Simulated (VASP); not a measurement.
Here is a VASP 6.6.1 calculation.

File INCAR:

```
ALGO = Normal
EDIFF = 1E-6
ENCUT = 520
GGA = PE
ISIF = 2
ISMEAR = 0
LASPH = True
LCHARG = False
LREAL = False
LWAVE = False
NBANDS = 33
NELM = 60
PREC = Accurate
SIGMA = 0.01
```

The input KPOINTS:

```
k-points
0
Gamma
  4 4 6
```

Contents of POSCAR:

```
TiO2
1.0
    4.4663224078      0.0000000000      0.0000000000
    0.0000000000      4.4663224078      0.0000000000
    0.0000000000      0.0000000000      2.8763341947
Ti O
2 4
Direct
    0.0000000000      0.0000000000      0.0000000000
    0.5000000000      0.5000000000      0.5000000000
    0.3049600000      0.3049600000      0.0000000000
    0.1950400000      0.8049600000      0.5000000000
    0.6950400000      0.6950400000      0.0000000000
    0.8049600000      0.1950400000      0.5000000000
```

Potentials or basis: VASP PAW PBE potentials, release 64 (Ti_sv, O).

Run with:

```bash
$ cat potpaw_PBE.64/Ti_sv/POTCAR potpaw_PBE.64/O/POTCAR > POTCAR
$ mpirun -np 1 vasp_std > vasp.out
```

**Question.** Predict the pressure.

**Answer.** 31.1 GPa.

**Question.** What does it give for the band gap on the k mesh?

**Answer.** 2.08 eV, direct.

**Question.** What does it give for the largest force?

**Answer.** 0.593 eV/Å.

Stress tensor (GPa, compression positive):
```
29.10  0.00  0.00
 0.00 29.10  0.00
 0.00  0.00 35.06
```

A k mesh can miss the band edges. Expect the measured gap to be larger: semilocal functionals such as PBE lack the derivative discontinuity.
